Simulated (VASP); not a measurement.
Wanted: the native input for a VASP 6.6.1 run.

```
Task                   : single point
Functional             : PBEsol
Potentials or basis    : VASP PAW PBE potentials, release 64 (Si, Ni)
Cutoff                 : 520 eV
k mesh                 : 16 × 16 × 16
Occupations            : gaussian, width 0.1 eV
Spin                   : no spin polarisation
Dipole correction      : no
Further INCAR settings : ALGO = Fast; EDIFF = 1e-06; NBANDS = 25
```

The structure of SiNi3 lies in POSCAR:

```
SiNi3
1.0
    3.6170018073      0.0000000000      0.0000000000
    0.0000000000      3.6170018073      0.0000000000
    0.0000000000      0.0000000000      3.2907330775
Si Ni
1 3
Direct
    0.0000000000      0.0000000000      0.0000000000
    0.0000000000      0.5000000000      0.5000000000
    0.5000000000      0.0000000000      0.5000000000
    0.5000000000      0.5000000000      0.0000000000
```

This cell differs from its parent crystal: biaxial strain in the a-b plane: +4.5 %, then relaxed in part.

The input as run:

INCAR

```
SYSTEM = SiNi3
ALGO = Fast
EDIFF = 1E-6
ENCUT = 520
GGA = PS
ISIF = 2
ISMEAR = 0
LASPH = .TRUE.
LCHARG = .FALSE.
LREAL = .FALSE.
LWAVE = .FALSE.
NBANDS = 25
NELM = 100
PREC = Accurate
SIGMA = 0.1
```

KPOINTS

```
k-points
0
G
  16 16 16
  0 0 0
```

Potentials or basis: VASP PAW PBE potentials, release 64 (Si, Ni).

Command:

```bash
$ cat potpaw_PBE.64/Si/POTCAR potpaw_PBE.64/Ni/POTCAR > POTCAR
$ mpirun -np 1 vasp_std > vasp.out
```

Results of the run:

- Pressure: -7.5 GPa
- Band gap on the k mesh: zero (bands 17 and 18 overlap by 0.49 eV)

Caveat: the cell differs from its parent crystal (biaxial strain in the a-b plane: +4.5 %, then relaxed in part); the stress differs along the axes, from -11 to 0 GPa; the PAW data sets were made with another functional, which shifts forces and pressure a little.

It took 3.6 min on 1 thread of Intel(R) Xeon(R) Platinum 8488C (Sapphire Rapids), with other jobs on the host, peak memory 0.44 GiB.
